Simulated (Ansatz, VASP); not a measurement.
# One calculation of ScB2P3, two programs

```
Sc B P
1.0
     3.25626    0.00000    0.00000
    -1.62813    2.82000    0.00000
     0.00000    0.00000    8.96828
Sc B P
1 2 3
Direct
  0.00000 0.00000 0.97311
  0.00000 0.00000 0.68145
  0.33333 0.66667 0.39105
  0.00000 0.00000 0.46261
  0.33333 0.66667 0.17416
  0.66667 0.33333 0.75763
```

Alike in both runs: functional PBE; k mesh 12 × 12 × 4; occupations gaussian, width 0.1 eV; no spin polarisation.

Ansatz relaxed the structure, and its values are those at the end. VASP's run is a single point on that final structure, the one shown.

|  | VASP | Ansatz |
| --- | --- | --- |
| version | VASP 6.6.1 | Ansatz 0.2.0 |
| potentials or method | VASP PAW PBE potentials, release 64 (Sc_sv, B, P), cutoff 520 eV | scalar-relativistic, plane waves, PAW |
| valence electrons in the cell | 32 | 32 |

Ansatz gave:

- gap on the k mesh at the Fermi level (eV): none
- pressure (GPa): 0.0
- rms of the force components (eV/Å): 0.003

Problem. Estimate VASP's values.

Solution. gap on the k mesh at the Fermi level (eV): none; pressure (GPa): 0.0; rms of the force components (eV/Å): 0.013.

A gap of «none» marks a metal or a gap that the smearing closes. With one functional, cell and mesh, what is left measures potentials, basis and numerics.
